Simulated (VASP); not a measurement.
# Fe (P6_3/mmc) in VASP: further runs, part 2 of 2

VASP 6.6.1. The steps go on from the part before.

## Step 4: Single point, PBE-based screened hybrid with 25 % exact exchange, collinear spin, ferromagnetic start

This run uses another cell than the first one, of 9.66 Å³/atom.

Contents of POSCAR:

```
Fe
1.0
    2.4178204650      0.0000000000      0.0000000000
   -1.2089102325      2.0938939445      0.0000000000
    0.0000000000      0.0000000000      3.8161488980
Fe
2
Direct
    0.6666666667      0.3333333333      0.7500000000
    0.3333333333      0.6666666667      0.2500000000
```

Contents of INCAR.step1:

```
PREC = Accurate
ENCUT = 520
EDIFF = 1E-5
ISMEAR = -1
SIGMA = 0.05
LREAL = False
LASPH = True
NELM = 150
ALGO = Normal
ISIF = 2
LWAVE = True
LCHARG = False
ISPIN = 2
MAGMOM = 3 3
LORBIT = 11
LMAXMIX = 4
GGA = PE
NBANDS = 19
```

Contents of INCAR.step2:

```
PREC = Accurate
ENCUT = 520
EDIFF = 1E-6
ISMEAR = -1
SIGMA = 0.05
LREAL = False
LASPH = True
NELM = 150
ALGO = Normal
ISIF = 2
LWAVE = False
LCHARG = False
ISPIN = 2
MAGMOM = 3 3
LORBIT = 11
LMAXMIX = 4
GGA = PE
LHFCALC = True
AEXX = 0.25
HFSCREEN = 0.3
PRECFOCK = Normal
ISTART = 1
NBANDS = 19
```

Contents of KPOINTS:

```
Automatic mesh
0
Gamma
  6 6 4
```

Potentials or basis: VASP PAW PBE potentials, release 64 (Fe).

On the command line:

```console
> cat potpaw_PBE.64/Fe/POTCAR > POTCAR
> cp INCAR.step1 INCAR
> mpirun -np 1 vasp_std > vasp.out
> cp INCAR.step2 INCAR
> mpirun -np 1 vasp_std > vasp.out
```

OUTCAR:

```text
PREC = Accurate
   ENCUT = 520
   EDIFF = 1E-6
   ISMEAR = -1
   LREAL = False
   LASPH = True
   NELM = 150
   ISIF = 2
   ISPIN = 2
   LORBIT = 11
   GGA = PE
   LHFCALC = True
   AEXX = 0.25
   HFSCREEN = 0.3
   PRECFOCK = Normal
   ISTART = 1

 ion  position               nearest neighbor table
   1  0.667  0.333  0.750-   2 2.36   2 2.36   2 2.36   2 2.36   2 2.36   2 2.36
   2  0.333  0.667  0.250-   1 2.36   1 2.36   1 2.36   1 2.36   1 2.36   1 2.36

  LATTYP: Found a hexagonal cell.
 ALAT       =     2.4178204650
 C/A-ratio  =     1.5783425417

  Lattice vectors:

 A1 = (   2.4178204650,   0.0000000000,   0.0000000000)
 A2 = (  -1.2089102325,   2.0938939445,   0.0000000000)
 A3 = (   0.0000000000,   0.0000000000,   3.8161488980)

Analysis of symmetry for initial positions (statically):
=====================================================================
 Subroutine PRICEL returns:
[... 669 lines left out ...]
      2       2.4013      1.00000
      3       7.6528      0.99997
      4       7.7495      0.99982
      5       8.3859      0.01626
      6       8.3859      0.01626
[... 439 lines left out ...]
      6       6.3166      1.00000
[... 11 lines left out ...]
     18      34.9573      0.00000
     19      35.4659      0.00000

------------------------ aborting loop because EDIFF is reached ----------------------------------------

  FORCE on cell =-STRESS in cart. coord.  units (eV):
  Direction    XX          YY          ZZ          XY          YZ          ZX
  --------------------------------------------------------------------------------------
  -------------------------------------------------------------------------------------
  Total        6.9128917      6.9128917     12.5415851      0.0000000      0.0000000      0.0000000
  in kB      573.2793480    573.2793480   1040.0613819      0.0000000      0.0000000      0.0000000
  external PRESSURE =     728.8733593 kB  Pullay stress =       0.0000000 kB

 VOLUME and BASIS-vectors are now :
 -----------------------------------------------------------------------------
  energy-cutoff  :      520.00
  volume of cell :       19.32
      direct lattice vectors                 reciprocal lattice vectors
     2.417820465  0.000000000  0.000000000     0.413595639  0.238789553  0.000000000
    -1.208910233  2.093893944  0.000000000     0.000000000  0.477579107  0.000000000
     0.000000000  0.000000000  3.816148898     0.000000000  0.000000000  0.262044283

 POSITION                                       TOTAL-FORCE (eV/Angst)
 -----------------------------------------------------------------------------------
      1.20891      0.69796      2.86211         0.000000     -0.000000      0.000000
     -0.00000      1.39593      0.95404        -0.000000      0.000000     -0.000000
 -----------------------------------------------------------------------------------
    total drift:                                0.000000     -0.000000     -0.000000

  FREE ENERGIE OF THE ION-ELECTRON SYSTEM (eV)
  ---------------------------------------------------
  free  energy   TOTEN  =       -20.8003436080 eV

  energy  without entropy=      -20.7935362500  energy(sigma->0) =      -20.79693993

 total charge

# of ion       s       p       d       tot
------------------------------------------
    1        0.596   0.717   6.410   7.723
    2        0.596   0.717   6.410   7.723
--------------------------------------------------
tot          1.191   1.434  12.820  15.445

 magnetization (x)

# of ion       s       p       d       tot
------------------------------------------
    1       -0.042  -0.130   2.806   2.633
    2       -0.042  -0.130   2.806   2.633
--------------------------------------------------
tot         -0.084  -0.261   5.612   5.267
```

OSZICAR.step1:

```text
N       E                     dE             d eps       ncg     rms          rms(c)
DAV:   1     0.769903779649E+02    0.76990E+02   -0.75567E+03  1716   0.119E+03
DAV:   2    -0.136865557231E+02   -0.90677E+02   -0.79484E+02  1608   0.206E+02
DAV:   3    -0.172142594845E+02   -0.35277E+01   -0.33638E+01  1825   0.512E+01
DAV:   4    -0.172407413869E+02   -0.26482E-01   -0.26462E-01  1766   0.419E+00
DAV:   5    -0.172410036425E+02   -0.26226E-03   -0.26225E-03  1816   0.390E-01    0.213E+01
DAV:   6    -0.161123543640E+02    0.11286E+01   -0.50130E+00  1714   0.497E+01    0.286E+00
DAV:   7    -0.162081079875E+02   -0.95754E-01   -0.26820E-01  2003   0.801E+00    0.359E+00
DAV:   8    -0.162229641005E+02   -0.14856E-01   -0.37703E-03  2150   0.111E+00    0.199E+00
DAV:   9    -0.162251226194E+02   -0.21585E-02   -0.69481E-03  2176   0.165E+00    0.545E-01
DAV:  10    -0.162228694438E+02    0.22532E-02   -0.73291E-04  1910   0.336E-01    0.246E-01
DAV:  11    -0.162218926314E+02    0.97681E-03   -0.24132E-04  2100   0.189E-01    0.102E-01
DAV:  12    -0.162219721890E+02   -0.79558E-04   -0.31564E-05  2007   0.825E-02    0.527E-02
DAV:  13    -0.162220105065E+02   -0.38317E-04   -0.65166E-06   948   0.484E-02    0.395E-02
DAV:  14    -0.162220256207E+02   -0.15114E-04   -0.36106E-06   846   0.299E-02    0.294E-02
DAV:  15    -0.162220423703E+02   -0.16750E-04   -0.14425E-05  1093   0.768E-02    0.690E-03
DAV:  16    -0.162220429344E+02   -0.56405E-06   -0.58167E-06   963   0.194E-02
   1 F= -.16222043E+02 E0= -.16206672E+02  d E =-.307410E-01  mag=     0.2950
```

Run time: 1.7 h. Hardware: 1 thread of Intel Xeon Platinum 8488C (Sapphire Rapids), shared host; peak memory 0.25 GiB.

Results:

| Property | Result |
| --- | --- |
| Free energy | -20.8003 eV |
| Pressure | 72.9 GPa |
| Net moment | 5.36 μB per cell |
| Site moments | Fe +2.63 μB |
| Valence electrons inside the program's atomic spheres | Fe 7.72 |

Stress tensor (GPa, compression positive):
```
 57.33   0.00   0.00
  0.00  57.33   0.00
  0.00   0.00 104.01
```

Caveat: the k points lie up to 0.50 Å⁻¹ apart; the PAW data sets were made with another functional, which shifts forces and pressure a little.

## Step 5: Overview

| level | potentials or basis | fixed moment (μB) | cell | k mesh | cutoff (eV) | grid for exact exchange (PRECFOCK) | share of exact exchange | screening parameter | pressure (GPa) | moment (μB) |
| --- | --- | --- | --- | --- | --- | --- | --- | --- | --- | --- |
| PBE | VASP PAW PBE potentials, release 64 (Fe_sv) | 4.5 | a = 2.434, b = 2.434, c = 3.842 Å, angles 90.0, 90.0, 120.0°, 2 atoms | 10 × 10 × 6 | 690 | - | - | - | 49.1 | 4.50 |
| PBE | VASP PAW PBE potentials, release 64 (Fe_sv) | 3.0 | a = 2.434, b = 2.434, c = 3.842 Å, angles 90.0, 90.0, 120.0°, 2 atoms | 10 × 10 × 6 | 690 | - | - | - | 28.8 | 3.00 |
| PBE-based screened hybrid with 25 % exact exchange | VASP PAW PBE potentials, release 64 (Fe) | - | a = 2.418, b = 2.418, c = 3.816 Å, angles 90.0, 90.0, 120.0°, 2 atoms | 6 × 6 × 4 | 520 | Normal | 0.25 | 0.3 1/Å | 72.9 | 5.36 |

Alike in all rows: task single point; spin collinear, ferromagnetic start; smearing fermi-dirac 0.05 eV.

Caveats: some runs use coarse meshes; the total moment is fixed, so each spin has its own Fermi level and the state may be an excited one (at least some runs); the stress differs along the axes, from 42 to 64 GPa (at least some runs); the stress differs along the axes, from 25 to 37 GPa (at least some runs); the PAW data sets were made with another functional, which shifts forces and pressure a little (at least some runs).

Absolute energies hang on the potentials; compare differences alone.
